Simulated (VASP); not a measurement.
# Ti3Se in VASP: further runs

Aim: see how the results for Ti3Se move with the level of theory and the settings. Levels: PBEsol, LDA. Tasks: single point.

Program: VASP 6.6.1. These are calculated values, not measurements. Logs are shortened: lines on timing, memory, paths and dates and some standing lists are left out, and cuts for length are marked.

### Step 1. The cell of the first run

The typed cell holds 4 atoms: a = 3.197 Å, b = 3.197 Å, c = 7.943 Å, α = 90.00°, β = 90.00°, γ = 120.00°.

### Step 2. Single point, PBEsol (atoms moved at random)

INCAR reads:

```
PREC = Accurate
ENCUT = 520
EDIFF = 1E-6
ISMEAR = -1
SIGMA = 0.05
LREAL = False
LASPH = True
NELM = 80
ALGO = Normal
ISIF = 2
LWAVE = False
LCHARG = False
GGA = PS
NBANDS = 29
```

KPOINTS reads:

```
regular mesh
0
Gamma
  10 10 4
```

POSCAR reads:

```
Ti3Se
1.0
    3.1974455988      0.0000000000      0.0000000000
   -1.5987227994      2.7690691158      0.0000000000
    0.0000000000      0.0000000000      7.9427450000
Se Ti
1 3
Direct
   -0.0011540000      0.0064750000      0.0036350000
    0.6486990000      0.3355620000      0.4964740000
    0.3398740000      0.6827770000      0.7784920000
    0.3302270000      0.6752620000      0.2237280000
```

Potentials or basis: VASP PAW PBE potentials, release 64 (Se, Ti_sv).

Started as:

```sh
> cat potpaw_PBE.64/Se/POTCAR potpaw_PBE.64/Ti_sv/POTCAR > POTCAR
> mpirun -np 1 vasp_std > vasp.out
```

OUTCAR:

```text
PREC = Accurate
   ENCUT = 520
   EDIFF = 1E-6
   ISMEAR = -1
   LREAL = False
   LASPH = True
   NELM = 80
   ISIF = 2
   GGA = PS

 ion  position               nearest neighbor table
   1  0.999  0.006  0.004-   4 2.53   4 2.55   4 2.55   3 2.55   3 2.57   3 2.59
   2  0.649  0.336  0.496-   4 2.83   4 2.84   4 2.87   3 2.88   3 2.88
   3  0.340  0.683  0.778-   1 2.55   1 2.57   1 2.59   2 2.88   2 2.88
   4  0.330  0.675  0.224-   1 2.53   1 2.55   1 2.55   2 2.83   2 2.84   2 2.87

  LATTYP: Found a hexagonal cell.
 ALAT       =     3.1974455988
 C/A-ratio  =     2.4840907389

  Lattice vectors:

 A1 = (   3.1974455988,   0.0000000000,   0.0000000000)
 A2 = (  -1.5987227994,   2.7690691158,   0.0000000000)
 A3 = (   0.0000000000,   0.0000000000,   7.9427450000)

Analysis of symmetry for initial positions (statically):
=====================================================================
 Subroutine PRICEL returns:
 Original cell was already a primitive cell.

 Routine SETGRP: Setting up the symmetry group for a
 hexagonal supercell.

 Subroutine GETGRP returns: Found  1 space group operations
 (whereof  1 operations were pure point group operations)
 out of a pool of 24 trial point group operations.

The static configuration has the point symmetry C_1 .

Analysis of symmetry for dynamics (positions and initial velocities):
=====================================================================
 Subroutine PRICEL returns:
 Original cell was already a primitive cell.

 Routine SETGRP: Setting up the symmetry group for a
 hexagonal supercell.

 Subroutine GETGRP returns: Found  1 space group operations
 (whereof  1 operations were pure point group operations)
 out of a pool of 24 trial point group operations.

The dynamic configuration has the point symmetry C_1 .

 Subroutine INISYM returns: Found  1 space group operations
 (whereof  1 operations are pure point group operations),
 and found     1 'primitive' translations

----------------------------------------------------------------------------------------

                                     Primitive cell

  volume of cell :      70.3247

  direct lattice vectors                    reciprocal lattice vectors
     3.197445599  0.000000000  0.000000000     0.312749653  0.180566096  0.000000000
    -1.598722799  2.769069116  0.000000000     0.000000000  0.361132192  0.000000000
     0.000000000  0.000000000  7.942745000     0.000000000  0.000000000  0.125901058

  length of vectors
     3.197445599  3.197445599  7.942745000     0.361132192  0.361132192  0.125901058

  position of ions in fractional coordinates (direct lattice)
     0.998846000  0.006475000  0.003635000
     0.648699000  0.335562000  0.496474000
     0.339874000  0.682777000  0.778492000
     0.330227000  0.675262000  0.223728000

  ion indices of the primitive-cell ions
   primitive index   ion index
                 1           1
                 2           2
                 3           3
                 4           4

----------------------------------------------------------------------------------------

 KPOINTS: regular mesh

Automatic generation of k-mesh.
 Grid dimensions read from file:
 generate k-points for:   10   10    4

 Generating k-lattice:

  Cartesian coordinates                     Fractional coordinates (reciprocal lattice)
     0.031274965  0.018056610  0.000000000     0.100000000 -0.000000000  0.000000000
     0.000000000  0.036113219  0.000000000     0.000000000  0.100000000  0.000000000
     0.000000000  0.000000000  0.031475265     0.000000000  0.000000000  0.250000000

  Length of vectors
     0.036113219  0.036113219  0.031475265

  Shift w.r.t. Gamma in fractional coordinates (k-lattice)
     0.000000000  0.000000000  0.000000000

 Subroutine IBZKPT returns following result:
 ===========================================

 Found    204 irreducible k-points:

 Following reciprocal coordinates:
            Coordinates               Weight
  0.000000  0.000000  0.000000      1.000000
  0.100000  0.000000  0.000000      2.000000
  0.000000  0.100000  0.000000      2.000000
 -0.100000  0.100000  0.000000      2.000000
  0.200000  0.000000  0.000000      2.000000
  0.000000  0.200000  0.000000      2.000000
[... 16 lines left out ...]
 -0.200000  0.300000  0.000000      2.000000
  0.100000  0.200000  0.000000      2.000000
 [... further k-points ...]
   k-points           NKPTS =    204   k-points in BZ     NKDIM =    204   number of bands    NBANDS=     29
   number of dos      NEDOS =    301   number of ions     NIONS =      4
   total plane-waves  NPLWV =  34560
   dimension x,y,z NGX =    24 NGY =   24 NGZ =   60
   dimension x,y,z NGXF=    48 NGYF=   48 NGZF=  120
   ions per type =               1   3
   NGX,Y,Z   is equivalent  to a cutoff of  12.48, 12.48, 12.56 a.u.
   NGXF,Y,Z  is equivalent  to a cutoff of  24.96, 24.96, 25.12 a.u.
 SYSTEM =  unknown system
   PREC   = accura    normal or accurate (medium, high low for compatibility)
   ISTART =      0    job   : 0-new  1-cont  2-samecut
   ICHARG =      2    charge: 1-file 2-atom 10-const
   ISPIN  =      1    spin polarized calculation?
   LNONCOLLINEAR =      F non collinear calculations
   LSORBIT =      F    spin-orbit coupling
   LASPH  =      T    aspherical Exc in radial PAW
   ENCUT  =  520.0 eV  38.22 Ry    6.18 a.u.   5.95  5.95 14.77*2*pi/ulx,y,z
   NELM   =     80;   NELMIN=  2; NELMDL= -5     # of ELM steps
   EDIFF  = 0.1E-05   stopping-criterion for ELM
   LREAL  =      F    real-space projection
   EDIFFG = 0.1E-04   stopping-criterion for IOM
   NSW    =      0    number of steps for IOM
   IBRION =     -1    ionic relax: 0-MD 1-quasi-New 2-CG
   NFREE  =      0    steps in history (QN), initial steepest desc. (CG)
   ISIF   =      2    stress and relaxation
   ISYM   =      2    0-nonsym 1-usesym 2-fastsym
   POTIM  = 0.5000    time-step for ionic-motion
   TEBEG  =    0.0;   TEEND  =   0.0 temperature during run
   PSTRESS=    0.0 pullay stress
   NELECT =      42.0000    total number of electrons
   NUPDOWN=      -1.0000    fix difference up-down
   EMIN   =  10.00;   EMAX   =-10.00  energy-range for DOS
   EFERMI =   0.00;   METHOD = LEGACY
   ISMEAR =    -1;   SIGMA  =   0.05  broadening in eV -4-tet -1-fermi 0-gaus
   EFERMI_NEDOS =   21; number of points for ismear=-14 and -15
   IALGO  =     38    algorithm
   IMIX   =      4    mixing-type and parameters
     AMIX     =   0.40;   BMIX     =  1.00
     AMIX_MAG =   1.60;   BMIX_MAG =  1.00
  volume/ion in A,a.u.               =      17.58       118.64
  Fermi-wavevector in a.u.,A,eV,Ry     =   1.378654  2.605279 25.860428  1.900688
  Thomas-Fermi vector in A             =   2.503696
   LORBIT       =      0    0 simple, 1 ext, 2 COOP (PROOUT), +10 PAW based schemes
   GGA     = PS    functional components
   LHFCALC =     F    Hartree Fock is set to
   AEXX    =    0.0000 exact exchange contribution
   IVDW    =     0    specifies the selected vdW correction
   LEPSILON=     F    determine dielectric tensor
   LRPA    =     F    only Hartree local field effects (RPA)
 non-spin polarized calculation
  energy-cutoff  :      520.00
  volume of cell :       70.32
 maximum number of plane-waves:      1918
   NGX = 11   NGY = 11   NGZ = 29

 number of electron      42.0000006 magnetization

 Free energy of the ion-electron system (eV)
  ---------------------------------------------------
  ext. energy  EPLUGINS =         0.00000000
  ---------------------------------------------------
  free energy    TOTEN  =       -30.88758892 eV

  energy without entropy =      -30.86262242  energy(sigma->0) =      -30.87510567

 E-fermi :   7.9438     XC(G=0): -11.4766

 val. band max:        7.9418797793   @ k =   0.3000   0.2000   0.0000
 cond. band min:       7.9440655725   @ k =   0.5000  -0.2000   0.0000
 fundamental gap:      0.0021857932
 Fermi energy:         7.9437597385

 k-point     1 :       0.0000    0.0000    0.0000
  band No.  band energies     occupation
      1     -48.8853      2.00000
      2     -48.8186      2.00000
      3     -48.7246      2.00000
      4     -25.4440      2.00000
      5     -25.3486      2.00000
      6     -25.0868      2.00000
[... 21 lines left out ...]
     28       9.5465      0.00000
     29       9.5800      0.00000

 k-point     2 :       0.1000    0.0000    0.0000
  band No.  band energies     occupation
      1     -48.8821      2.00000
      2     -48.8151      2.00000
      3     -48.7237      2.00000
      4     -25.4350      2.00000
      5     -25.3487      2.00000
      6     -25.1034      2.00000
[... 21 lines left out ...]
     28       9.4540      0.00000
     29       9.5772      0.00000

 k-point     3 :       0.0000    0.1000    0.0000
  band No.  band energies     occupation
      1     -48.8820      2.00000
      2     -48.8151      2.00000
      3     -48.7239      2.00000
      4     -25.4345      2.00000
      5     -25.3495      2.00000
      6     -25.1071      2.00000
[... 21 lines left out ...]
     28       9.5262      0.00000
     29       9.5531      0.00000

 k-point     4 :      -0.1000    0.1000    0.0000
  band No.  band energies     occupation
      1     -48.8821      2.00000
      2     -48.8150      2.00000
      3     -48.7239      2.00000
      4     -25.4345      2.00000
      5     -25.3495      2.00000
      6     -25.1061      2.00000
[... 597 lines left out ...]
     28       9.8939      0.00000
     29      10.0820      0.00000

 k-point    23 :      -0.2000    0.3000    0.0000
  band No.  band energies     occupation
      1     -48.8665      2.00000
      2     -48.7973      2.00000
      3     -48.7217      2.00000
      4     -25.3958      2.00000
      5     -25.3533      2.00000
      6     -25.2045      2.00000
[... 21 lines left out ...]
     28       9.8861      0.00000
     29      10.1457      0.00000

 k-point    24 :       0.1000    0.2000    0.0000
  band No.  band energies     occupation
      1     -48.8668      2.00000
      2     -48.7977      2.00000
      3     -48.7211      2.00000
      4     -25.3963      2.00000
      5     -25.3522      2.00000
      6     -25.2032      2.00000
[... 21 lines left out ...]
     28       9.8850      0.00000
     29      10.0891      0.00000

 [... further k-points ...]

------------------------ aborting loop because EDIFF is reached ----------------------------------------

  FORCE on cell =-STRESS in cart. coord.  units (eV):
  Direction    XX          YY          ZZ          XY          YZ          ZX
  --------------------------------------------------------------------------------------
  -------------------------------------------------------------------------------------
  Total       -1.6823584     -1.6148971     -1.6533142     -0.1912551      0.0860624      0.0990069
  in kB      -38.3284729    -36.7915314    -37.6667712     -4.3572853      1.9607234      2.2556331
  external PRESSURE =     -37.5955918 kB  Pullay stress =       0.0000000 kB

 VOLUME and BASIS-vectors are now :
 -----------------------------------------------------------------------------
  energy-cutoff  :      520.00
  volume of cell :       70.32
      direct lattice vectors                 reciprocal lattice vectors
     3.197445599  0.000000000  0.000000000     0.312749653  0.180566096  0.000000000
    -1.598722799  2.769069116  0.000000000     0.000000000  0.361132192  0.000000000
     0.000000000  0.000000000  7.942745000     0.000000000  0.000000000  0.125901058

 POSITION                                       TOTAL-FORCE (eV/Angst)
 -----------------------------------------------------------------------------------
      3.18340      0.01793      0.02887        -0.000146      0.119732     -0.248379
      1.53771      0.92919      3.94337         0.096870      0.059187      0.298424
     -0.00484      1.89066      6.18336        -0.104215     -0.147218     -0.344231
     -0.02367      1.86985      1.77701         0.007491     -0.031700      0.294186
 -----------------------------------------------------------------------------------
    total drift:                               -0.000008     -0.000095     -0.000104

  FREE ENERGIE OF THE ION-ELECTRON SYSTEM (eV)
  ---------------------------------------------------
  free  energy   TOTEN  =       -30.8875889213 eV

  energy  without entropy=      -30.8626224180  energy(sigma->0) =      -30.87510567
```

Run time: 5.1 min. Hardware: 1 thread of Intel Xeon Platinum 8375C at 2.90GHz (Ice Lake), shared host; peak memory 0.44 GiB.

What came out:

```
Free energy            : -30.8876 eV
Pressure               : -3.8 GPa
Largest force          : 0.389 eV/Å
Band gap on the k mesh : zero (band 21 reaches 8.36 eV, above the bottom of band 22 at 7.75 eV)
```

Forces on the atoms (eV/Å):
```
Se   0.000  0.120 -0.248
Ti   0.097  0.059  0.298
Ti  -0.104 -0.147 -0.344
Ti   0.007 -0.032  0.294
```

Levels at points of the mesh, in eV from the Fermi level:
```tsv
k point	band 18	band 19	band 20	band 21	band 22	band 23	band 24	band 25
(0.00, 0.00, 0.00)	-1.48	-0.05	0.17	0.18	0.32	0.32	0.78	1.00
(0.50, 0.00, 0.00)	-1.77	-1.57	-0.67	-0.51	0.20	0.78	0.86	2.34
(0.00, 0.50, 0.00)	-1.75	-1.55	-0.61	-0.44	0.25	0.65	0.78	2.32
(0.50, 0.50, 0.00)	-1.77	-1.55	-0.61	-0.45	0.25	0.66	0.77	2.33
(0.00, 0.00, 0.50)	-1.55	-0.51	0.41	0.42	0.44	0.56	0.61	0.94
(0.50, 0.00, 0.50)	-1.57	-1.51	-0.94	-0.89	0.63	0.87	1.00	1.22
(0.00, 0.50, 0.50)	-1.54	-1.45	-0.91	-0.84	0.51	0.91	0.98	1.15
(0.50, 0.50, 0.50)	-1.54	-1.48	-0.91	-0.84	0.51	0.91	0.99	1.16
```

Caveat: the cell differs from its parent crystal (atoms moved at random); the PAW data sets were made with another functional, which shifts forces and pressure a little.

(Part 1 of 2 ends here.)
